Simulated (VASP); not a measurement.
Wanted: the native input for a VASP 6.6.1 run.

* Task: single point
* Functional: PBEsol
* Potentials or basis: VASP PAW PBE potentials, release 64 (Ge_d)
* Cutoff: 520 eV
* k mesh: 12 × 12 × 8
* Occupations: gaussian, width 0.15 eV
* Spin: no spin polarisation
* Dipole correction: no
* Further INCAR settings: ALGO = Normal; EDIFF = 1e-06; NBANDS = 21

The structure of Ge lies in POSCAR:

```
Ge
1.0
    0.0000000000      0.0000000000     -2.6427277822
    2.7652112297      0.0000000000      0.0000000000
    0.0000000000     -5.0390024823      0.0000000000
Ge
2
Direct
    0.0171764546      0.4771909315      0.0168265725
   -0.0171764546      0.0228090685      0.4831734275
```

These files were run (other wordings do the same):

INCAR

```
SYSTEM = Ge
ALGO = Normal
EDIFF = 1E-6
ENCUT = 520
GGA = PS
ISIF = 2
ISMEAR = 0
LASPH = .True.
LCHARG = .False.
LREAL = .False.
LWAVE = .False.
NBANDS = 21
NELM = 100
PREC = Accurate
SIGMA = 0.15
```

KPOINTS

```
k-points
0
Gamma
  12 12 8
  0 0 0
```

Potentials or basis: VASP PAW PBE potentials, release 64 (Ge_d).

Launch:

```console
$ cat potpaw_PBE.64/Ge_d/POTCAR > POTCAR
$ mpirun -np 1 vasp_std > vasp.out
```

It gave:

* Pressure: 1.0 GPa
* Largest force: 0.503 eV/Å
* Band gap on the k mesh: zero (bands 14 and 15 overlap by 7.37 eV)

Caveat: the PAW data sets were made with another functional, which shifts forces and pressure a little.

Wall time 6.3 min on 1 thread of Intel Xeon 8259CL, on a shared host, peak memory 0.43 GiB.
